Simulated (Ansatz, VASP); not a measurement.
## ZnGeN3 in VASP and in Ansatz

```
Zn Ge N
1.0
    -2.34380    2.34380    4.52532
     2.34380   -2.34380    4.52532
     2.34380    2.34380   -4.52532
Zn Ge N
2 2 6
Direct
  0.75000 0.25000 0.50000
  0.25000 0.75000 0.50000
  0.50000 0.50000 0.00000
  0.00000 0.00000 0.00000
  0.39703 0.89703 0.29406
  0.89703 0.60297 0.50000
  0.75000 0.75000 0.00000
  0.60297 0.10297 0.70594
  0.10297 0.39703 0.50000
  0.25000 0.25000 0.00000
```

Alike in both runs: task relaxation of cell and atoms; functional PBE; k mesh 6 × 6 × 6; occupations gaussian, width 0.1 eV; no spin polarisation.

|  | VASP | Ansatz |
| --- | --- | --- |
| version | VASP 6.6.1 | Ansatz 0.2.0 |
| potentials or method | VASP PAW PBE potentials, release 64 (Zn, Ge_d, N), cutoff 600 eV | scalar-relativistic, plane waves, PAW |
| valence electrons in the cell | 82 | 82 |

```csv
,VASP,Ansatz,Ansatz less VASP
"gap on the k mesh at the Fermi level, each at its own relaxed structure (eV)",none,none,-
relaxed volume (Å³/atom),9.94,9.92,-0.025
relaxed length of the cell vector where the two differ most in proportion (Å),5.609,5.590,-0.0187
```

A gap of «none» marks a metal or a gap that the smearing closes.
